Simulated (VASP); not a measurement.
# SnO2 (P4_2/mnm) in VASP: settings compared

SnO2 is run at these levels: LDA, PBE; tasks: single point.

All numbers are computed with VASP 6.6.1; they aren't measurements. Logs are shortened: lines on timing, memory, paths and dates and some standing lists are left out, and cuts for length are marked.

## Step 1: The cell of the first run

It takes space group P4_2/mnm (No. 136, tetragonal). The conventional cell has a = 4.828 Å, b = 4.828 Å, c = 3.238 Å, α = 90.00°, β = 90.00°, γ = 90.00°. Within 2.8 Å of Sn (site symmetry mmm) lie 6 O at 2.09 Å. O (site symmetry m2m) has 3 Sn at 2.09 Å and 1 O at 2.64 Å within 2.8 Å.

## Step 2: Single point, LDA

File INCAR:

```
PREC = Accurate ; ENCUT = 520
EDIFF = 1E-6 ; ISMEAR = 0
SIGMA = 0.05 ; LREAL = F
LASPH = T ; NELM = 60
ALGO = Normal ; ISIF = 2
LWAVE = F ; LCHARG = F
GGA = CA ; NBANDS = 35
```

File KPOINTS:

```
regular mesh
0
Gamma
  6 6 10
```

File POSCAR:

```
SnO2
1.0
    4.8275742947      0.0000000000      0.0000000000
    0.0000000000      4.8275742947      0.0000000000
    0.0000000000      0.0000000000      3.2381011166
Sn O
2 4
Direct
    0.0000000000      0.0000000000      0.0000000000
    0.5000000000      0.5000000000      0.5000000000
    0.3065775573      0.3065775573      0.0000000000
    0.8065775573      0.1934224427      0.5000000000
    0.1934224427      0.8065775573      0.5000000000
    0.6934224427      0.6934224427      0.0000000000
```

Potentials or basis: VASP PAW LDA potentials, release 64 (Sn_d, O).

Run with:

```bash
> cat potpaw_LDA.64/Sn_d/POTCAR potpaw_LDA.64/O/POTCAR > POTCAR
> mpirun -np 1 vasp_std > vasp.out
```

OUTCAR:

```text
PREC = Accurate
   ENCUT = 520
   EDIFF = 1E-6
   ISMEAR = 0
   LREAL = F
   LASPH = T
   NELM = 60
   ISIF = 2
   GGA = CA

 ion  position               nearest neighbor table
   1  0.000  0.000  0.000-   4 2.09   5 2.09   4 2.09   5 2.09   3 2.09   6 2.09
   2  0.500  0.500  0.500-   3 2.09   6 2.09   3 2.09   6 2.09   5 2.09   4 2.09
   3  0.307  0.307  0.000-   2 2.09   2 2.09   1 2.09
   4  0.807  0.193  0.500-   1 2.09   1 2.09   2 2.09
   5  0.193  0.807  0.500-   1 2.09   1 2.09   2 2.09
   6  0.693  0.693  0.000-   2 2.09   2 2.09   1 2.09

  LATTYP: Found a simple tetragonal cell.
 ALAT       =     4.8275742947
 C/A-ratio  =     0.6707511721

  Lattice vectors:

 A1 = (   4.8275742947,   0.0000000000,   0.0000000000)
 A2 = (   0.0000000000,   4.8275742947,   0.0000000000)
 A3 = (   0.0000000000,   0.0000000000,   3.2381011166)

Analysis of symmetry for initial positions (statically):
=====================================================================
 Subroutine PRICEL returns:
 Original cell was already a primitive cell.

 Routine SETGRP: Setting up the symmetry group for a
 simple tetragonal supercell.

 Subroutine GETGRP returns: Found 16 space group operations
 (whereof  8 operations were pure point group operations)
 out of a pool of 16 trial point group operations.

The static configuration has the point symmetry D_2h.
 The point group associated with its full space group is D_4h.

Analysis of symmetry for dynamics (positions and initial velocities):
=====================================================================
 Subroutine PRICEL returns:
 Original cell was already a primitive cell.

 Routine SETGRP: Setting up the symmetry group for a
 simple tetragonal supercell.

 Subroutine GETGRP returns: Found 16 space group operations
 (whereof  8 operations were pure point group operations)
 out of a pool of 16 trial point group operations.

The dynamic configuration has the point symmetry D_2h.
 The point group associated with its full space group is D_4h.

 Subroutine INISYM returns: Found 16 space group operations
 (whereof  8 operations are pure point group operations),
 and found     1 'primitive' translations

----------------------------------------------------------------------------------------

                                     Primitive cell

  volume of cell :      75.4655

  direct lattice vectors                    reciprocal lattice vectors
     4.827574295  0.000000000  0.000000000     0.207143368  0.000000000  0.000000000
     0.000000000  4.827574295  0.000000000     0.000000000  0.207143368  0.000000000
     0.000000000  0.000000000  3.238101117     0.000000000  0.000000000  0.308822969

  length of vectors
     4.827574295  4.827574295  3.238101117     0.207143368  0.207143368  0.308822969

  position of ions in fractional coordinates (direct lattice)
     0.000000000  0.000000000  0.000000000
     0.500000000  0.500000000  0.500000000
     0.306577557  0.306577557  0.000000000
     0.806577557  0.193422443  0.500000000
     0.193422443  0.806577557  0.500000000
     0.693422443  0.693422443  0.000000000

  ion indices of the primitive-cell ions
   primitive index   ion index
                 1           1
                 2           2
                 3           3
                 4           4
                 5           5
                 6           6

----------------------------------------------------------------------------------------

 KPOINTS: regular mesh

Automatic generation of k-mesh.
 Grid dimensions read from file:
 generate k-points for:    6    6   10

 Generating k-lattice:

  Cartesian coordinates                     Fractional coordinates (reciprocal lattice)
     0.034523895  0.000000000  0.000000000     0.166666667  0.000000000  0.000000000
     0.000000000  0.034523895  0.000000000     0.000000000  0.166666667  0.000000000
     0.000000000  0.000000000  0.030882297     0.000000000  0.000000000  0.100000000

  Length of vectors
     0.034523895  0.034523895  0.030882297

  Shift w.r.t. Gamma in fractional coordinates (k-lattice)
     0.000000000  0.000000000  0.000000000

 Subroutine IBZKPT returns following result:
 ===========================================

 Found     60 irreducible k-points:

 Following reciprocal coordinates:
            Coordinates               Weight
  0.000000  0.000000  0.000000      1.000000
  0.166667  0.000000  0.000000      4.000000
  0.333333  0.000000  0.000000      4.000000
  0.500000  0.000000  0.000000      2.000000
  0.166667  0.166667  0.000000      4.000000
  0.333333  0.166667  0.000000      8.000000
[... 16 lines left out ...]
  0.333333  0.000000  0.200000      8.000000
  0.500000  0.000000  0.200000      4.000000
 [... further k-points ...]
   k-points           NKPTS =     60   k-points in BZ     NKDIM =     60   number of bands    NBANDS=     35
   number of dos      NEDOS =    301   number of ions     NIONS =      6
   total plane-waves  NPLWV =  31104
   dimension x,y,z NGX =    36 NGY =   36 NGZ =   24
   dimension x,y,z NGXF=    72 NGYF=   72 NGZF=   48
   ions per type =               2   4
   NGX,Y,Z   is equivalent  to a cutoff of  12.40, 12.40, 12.32 a.u.
   NGXF,Y,Z  is equivalent  to a cutoff of  24.79, 24.79, 24.64 a.u.
 SYSTEM =  unknown system
   PREC   = accura    normal or accurate (medium, high low for compatibility)
   ISTART =      0    job   : 0-new  1-cont  2-samecut
   ICHARG =      2    charge: 1-file 2-atom 10-const
   ISPIN  =      1    spin polarized calculation?
   LNONCOLLINEAR =      F non collinear calculations
   LSORBIT =      F    spin-orbit coupling
   LASPH  =      T    aspherical Exc in radial PAW
   ENCUT  =  520.0 eV  38.22 Ry    6.18 a.u.   8.98  8.98  6.02*2*pi/ulx,y,z
   NELM   =     60;   NELMIN=  2; NELMDL= -5     # of ELM steps
   EDIFF  = 0.1E-05   stopping-criterion for ELM
   LREAL  =      F    real-space projection
   EDIFFG = 0.1E-04   stopping-criterion for IOM
   NSW    =      0    number of steps for IOM
   IBRION =     -1    ionic relax: 0-MD 1-quasi-New 2-CG
   NFREE  =      0    steps in history (QN), initial steepest desc. (CG)
   ISIF   =      2    stress and relaxation
   ISYM   =      2    0-nonsym 1-usesym 2-fastsym
   POTIM  = 0.5000    time-step for ionic-motion
   TEBEG  =    0.0;   TEEND  =   0.0 temperature during run
   PSTRESS=    0.0 pullay stress
   NELECT =      52.0000    total number of electrons
   NUPDOWN=      -1.0000    fix difference up-down
   EMIN   =  10.00;   EMAX   =-10.00  energy-range for DOS
   EFERMI =   0.00;   METHOD = LEGACY
   ISMEAR =     0;   SIGMA  =   0.05  broadening in eV -4-tet -1-fermi 0-gaus
   EFERMI_NEDOS =   21; number of points for ismear=-14 and -15
   IALGO  =     38    algorithm
   IMIX   =      4    mixing-type and parameters
     AMIX     =   0.40;   BMIX     =  1.00
     AMIX_MAG =   1.60;   BMIX_MAG =  1.00
  volume/ion in A,a.u.               =      12.58        84.88
  Fermi-wavevector in a.u.,A,eV,Ry     =   1.445972  2.732491 28.447531  2.090835
  Thomas-Fermi vector in A             =   2.564093
   LORBIT       =      0    0 simple, 1 ext, 2 COOP (PROOUT), +10 PAW based schemes
   GGA     = CA    functional components
   LHFCALC =     F    Hartree Fock is set to
   AEXX    =    0.0000 exact exchange contribution
   IVDW    =     0    specifies the selected vdW correction
   LEPSILON=     F    determine dielectric tensor
   LRPA    =     F    only Hartree local field effects (RPA)
 non-spin polarized calculation
 Gauss-broadening in eV      SIGMA  =   0.05
  energy-cutoff  :      520.00
  volume of cell :       75.47
 maximum number of plane-waves:      2068
 NGX is ok and might be reduce to    36
   NGX = 17   NGY = 17   NGZ = 13

 number of electron      52.0000001 magnetization

 Free energy of the ion-electron system (eV)
  ---------------------------------------------------
  ext. energy  EPLUGINS =         0.00000000
  ---------------------------------------------------
  free energy    TOTEN  =       -42.16035775 eV

  energy without entropy =      -42.16035775  energy(sigma->0) =      -42.16035775

 E-fermi :   5.4801     XC(G=0): -11.5212

 val. band max:        5.2456881249   @ k =   0.0000   0.0000   0.0000
 cond. band min:       5.8082290523   @ k =   0.0000   0.0000   0.0000
 fundamental gap:      0.5625409274
 Fermi energy:         5.4801066368

 k-point     1 :       0.0000    0.0000    0.0000
  band No.  band energies     occupation
      1     -15.6853      2.00000
      2     -15.0492      2.00000
      3     -14.8413      2.00000
      4     -14.8214      2.00000
      5     -14.8214      2.00000
      6     -14.7404      2.00000
[... 27 lines left out ...]
     34      16.4564      0.00000
     35      17.1870      0.00000

 k-point     2 :       0.1667    0.0000    0.0000
  band No.  band energies     occupation
      1     -15.6490      2.00000
      2     -15.0895      2.00000
      3     -14.8401      2.00000
      4     -14.8199      2.00000
      5     -14.8198      2.00000
      6     -14.7674      2.00000
[... 27 lines left out ...]
     34      16.5290      0.00000
     35      17.1643      0.00000

 k-point     3 :       0.3333    0.0000    0.0000
  band No.  band energies     occupation
      1     -15.5443      2.00000
      2     -15.2152      2.00000
      3     -14.8359      2.00000
      4     -14.8168      2.00000
      5     -14.8166      2.00000
      6     -14.8067      2.00000
[... 27 lines left out ...]
     34      16.8410      0.00000
     35      17.1403      0.00000
[... 723 lines left out ...]
 k-point    23 :       0.3333    0.0000    0.2000
  band No.  band energies     occupation
      1     -15.4502      2.00000
      2     -15.2486      2.00000
      3     -15.0244      2.00000
      4     -14.9219      2.00000
      5     -14.7692      2.00000
      6     -14.7485      2.00000
[... 27 lines left out ...]
     34      16.9570      0.00000
     35      17.0457      0.00000

 k-point    24 :       0.5000    0.0000    0.2000
  band No.  band energies     occupation
      1     -15.3602      2.00000
      2     -15.3602      2.00000
      3     -14.9700      2.00000
      4     -14.9700      2.00000
      5     -14.7579      2.00000
      6     -14.7579      2.00000
[... 27 lines left out ...]
     34      16.9919      0.00000
     35      17.2105      0.00000

 [... further k-points ...]

------------------------ aborting loop because EDIFF is reached ----------------------------------------

  FORCE on cell =-STRESS in cart. coord.  units (eV):
  Direction    XX          YY          ZZ          XY          YZ          ZX
  --------------------------------------------------------------------------------------
  -------------------------------------------------------------------------------------
  Total       -4.4511668     -4.4511668     -5.0434225     -0.0000000      0.0000000      0.0000000
  in kB      -94.5009375    -94.5009375   -107.0748801     -0.0000000      0.0000000      0.0000000
  external PRESSURE =     -98.6922517 kB  Pullay stress =       0.0000000 kB

 VOLUME and BASIS-vectors are now :
 -----------------------------------------------------------------------------
  energy-cutoff  :      520.00
  volume of cell :       75.47
      direct lattice vectors                 reciprocal lattice vectors
     4.827574295  0.000000000  0.000000000     0.207143368  0.000000000  0.000000000
     0.000000000  4.827574295  0.000000000     0.000000000  0.207143368  0.000000000
     0.000000000  0.000000000  3.238101117     0.000000000  0.000000000  0.308822969

 POSITION                                       TOTAL-FORCE (eV/Angst)
 -----------------------------------------------------------------------------------
      0.00000      0.00000      0.00000        -0.000000      0.000000      0.000000
      2.41379      2.41379      1.61905        -0.000000      0.000000      0.000000
      1.48003      1.48003      0.00000         0.063979      0.063979     -0.000000
      3.89381      0.93376      1.61905         0.063979     -0.063979      0.000000
      0.93376      3.89381      1.61905        -0.063979      0.063979     -0.000000
      3.34755      3.34755      0.00000        -0.063979     -0.063979      0.000000
 -----------------------------------------------------------------------------------
    total drift:                                0.000000      0.000000      0.000000

  FREE ENERGIE OF THE ION-ELECTRON SYSTEM (eV)
  ---------------------------------------------------
  free  energy   TOTEN  =       -42.1603577454 eV

  energy  without entropy=      -42.1603577454  energy(sigma->0) =      -42.16035775
```

Run time: 99 s. Hardware: 1 thread of Intel Xeon 6975P-C (Granite Rapids), shared host; peak memory 0.23 GiB.

Results:

```yaml
Free_energy: -42.1604 eV
Pressure: -9.9 GPa
Largest_force: 0.090 eV/Å
Band_gap_on_the_k_mesh: 0.56 eV
```

Forces in eV/Å, atoms in the order of the input:
```
Sn   0.000  0.000  0.000
Sn   0.000  0.000  0.000
O    0.064  0.064  0.000
O    0.064 -0.064  0.000
O   -0.064  0.064  0.000
O   -0.064 -0.064  0.000
```

Stress tensor (GPa, compression positive):
```
 -9.45   0.00   0.00
  0.00  -9.45   0.00
  0.00   0.00 -10.71
```

Levels at points of the mesh, in eV from the valence-band top:
```csv
k point,band 23,band 24,band 25,band 26,band 27,band 28,band 29,band 30
"(0.00, 0.00, 0.00)",-1.29,-0.77,-0.77,0.00,0.56,5.47,5.81,5.81
"(0.50, 0.00, 0.00)",-1.25,-1.25,-0.63,-0.63,3.75,3.75,6.54,6.54
"(0.50, 0.50, 0.00)",-1.37,-1.37,-0.87,-0.87,4.12,4.12,6.93,6.93
"(0.00, 0.00, 0.50)",-1.58,-1.58,-1.21,-1.21,5.41,5.41,9.10,9.10
"(0.50, 0.00, 0.50)",-1.05,-1.05,-0.78,-0.78,5.67,5.67,7.38,7.38
"(0.50, 0.50, 0.50)",-0.95,-0.95,-0.79,-0.79,4.16,4.16,8.32,8.32
```

Caveat: the cell stands under tension; spin-orbit coupling is left out, which moves the levels of the heavy elements.

## Step 3: Single point, PBE (12.83 Å³/atom)

This run uses another cell than the first one, of 12.83 Å³/atom.

File INCAR:

```
SYSTEM = SnO2
  ALGO = Normal
  EDIFF = 1E-7
  ENCUT = 520
  GGA = PE
  ISIF = 2
  ISMEAR = 0
  LASPH = .True.
  LCHARG = .False.
  LREAL = .False.
  LWAVE = .False.
  NBANDS = 35
  NELM = 100
  PREC = Accurate
  SIGMA = 0.05
```

File KPOINTS:

```
k-points
0
Gamma
  6 6 10
  0 0 0
```

File POSCAR:

```
SnO2
1.0
    4.8676252897      0.0000000000      0.0000000000
    0.0000000000      4.8676252897      0.0000000000
    0.0000000000      0.0000000000      3.2487345924
Sn O
2 4
Direct
    0.0000000000      0.0000000000      0.0000000000
    0.5000000000      0.5000000000      0.5000000000
    0.3070642275      0.3070642275      0.0000000000
    0.8070642275      0.1929357725      0.5000000000
    0.1929357725      0.8070642275      0.5000000000
    0.6929357725      0.6929357725      0.0000000000
```

Potentials or basis: VASP PAW PBE potentials, release 64 (Sn_d, O).

Run with:

```bash
> cat potpaw_PBE.64/Sn_d/POTCAR potpaw_PBE.64/O/POTCAR > POTCAR
> mpirun -np 1 vasp_std > vasp.out
```

Wall time 100 s (1 thread of Intel Xeon 6975P-C (Granite Rapids), shared host); peak memory 0.26 GiB.

The run converged. Its results:

```
Free energy            : -37.3028 eV
Pressure               : -2.6 GPa
Largest force          : 0.018 eV/Å
Band gap on the k mesh : 0.49 eV
```

Forces on the atoms (eV/Å):
```
Sn   0.000  0.000  0.000
Sn   0.000  0.000  0.000
O   -0.013 -0.013  0.000
O   -0.013  0.013  0.000
O    0.013 -0.013  0.000
O    0.013  0.013  0.000
```

Stress tensor (GPa, compression positive):
```
-2.66  0.00  0.00
 0.00 -2.66  0.00
 0.00  0.00 -2.44
```

Levels at points of the mesh, in eV from the valence-band top:
| k point | band 24 | band 25 | band 26 | band 27 | band 28 | band 29 |
| --- | --- | --- | --- | --- | --- | --- |
| (0.00, 0.00, 0.00) | -0.73 | -0.73 | 0.00 | 0.49 | 5.53 | 5.99 |
| (0.50, 0.00, 0.00) | -1.20 | -0.60 | -0.60 | 3.69 | 3.69 | 6.72 |
| (0.50, 0.50, 0.00) | -1.32 | -0.84 | -0.84 | 4.07 | 4.07 | 7.03 |
| (0.00, 0.00, 0.50) | -1.47 | -1.16 | -1.16 | 5.38 | 5.38 | 9.21 |
| (0.50, 0.00, 0.50) | -0.99 | -0.77 | -0.77 | 5.63 | 5.63 | 7.42 |
| (0.50, 0.50, 0.50) | -0.91 | -0.76 | -0.76 | 4.18 | 4.18 | 8.48 |

Caveat: spin-orbit coupling is left out, which moves the levels of the heavy elements.

(Part 1 of 2 ends here.)
